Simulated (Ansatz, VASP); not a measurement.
# Ca3O: VASP beside Ansatz

```
Ca O
1.0
     4.84012    0.00000    0.00000
     0.00000    4.84012    0.00000
     0.00000    0.00000    4.75911
Ca O
3 1
Direct
  0.00000 0.50000 0.50000
  0.50000 0.00000 0.50000
  0.50000 0.50000 0.00000
  0.00000 0.00000 0.00000
```

Alike in both runs: functional PBE; k mesh 4 × 4 × 4; occupations gaussian, width 0.1 eV; no spin polarisation.

Ansatz relaxed the structure, and its values are those at the end. VASP's run is a single point on that final structure, the one shown.

|  | VASP | Ansatz |
| --- | --- | --- |
| version | VASP 6.6.1 | Ansatz 0.2.0 |
| potentials or method | VASP PAW PBE potentials, release 64 (Ca_sv, O), cutoff 520 eV | scalar-relativistic, plane waves, PAW |
| valence electrons in the cell | 36 | 36 |

```csv
,VASP,Ansatz,Ansatz less VASP
gap on the k mesh at the Fermi level (eV),none,none,-
pressure (GPa),0.2,0.2,0.00
```

A gap of «none» marks a metal or a gap that the smearing closes. The functional is the same, so the differences come from potentials, cutoffs and numerics.
